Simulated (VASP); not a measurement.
Runs of VASP 6.6.1 on KI. The structure is that of space group I4/mmm (No. 139), or close to it. The cells are those of the table. 

| cell | cutoff (eV) | gap on the mesh (eV) | pressure (GPa) |
| --- | --- | --- | --- |
| a = 5.551, b = 5.551, c = 4.354 Å, angles 66.9, 66.9, 46.2°, 2 atoms | 520 | 4.08 | 5.8 |
| a = 4.953, b = 4.953, c = 5.053 Å, angles 59.3, 59.3, 61.3°, 2 atoms | 550 | 4.61 | (a) |
| a = 4.924, b = 4.924, c = 5.125 Å, angles 58.6, 58.6, 62.7°, 2 atoms | 520 | 4.58 | 0.5 |
| a = 4.845, b = 4.845, c = 5.595 Å, angles 54.7, 54.7, 70.5°, 2 atoms | 520 | (b) | 7.3 |
| a = 5.076, b = 5.076, c = 4.829 Å, angles 61.6, 61.6, 56.8°, 2 atoms | 520 | 4.58 | 0.6 |

Alike in all rows: task single point; level r2SCAN; potentials or basis VASP PAW PBE potentials, release 64 (K_sv, I); no spin polarisation; k mesh 6 × 6 × 6; smearing gaussian 0.05 eV.

Problem. Estimate the missing entries.

Solution. (a) 0.3; (b) 3.63.

Caveats: the PAW data sets were made with another functional, which shifts forces and pressure a little; spin-orbit coupling is left out, which moves the levels of the heavy elements.

A k mesh can miss the band edges, and the runs leave out spin-orbit coupling on I.
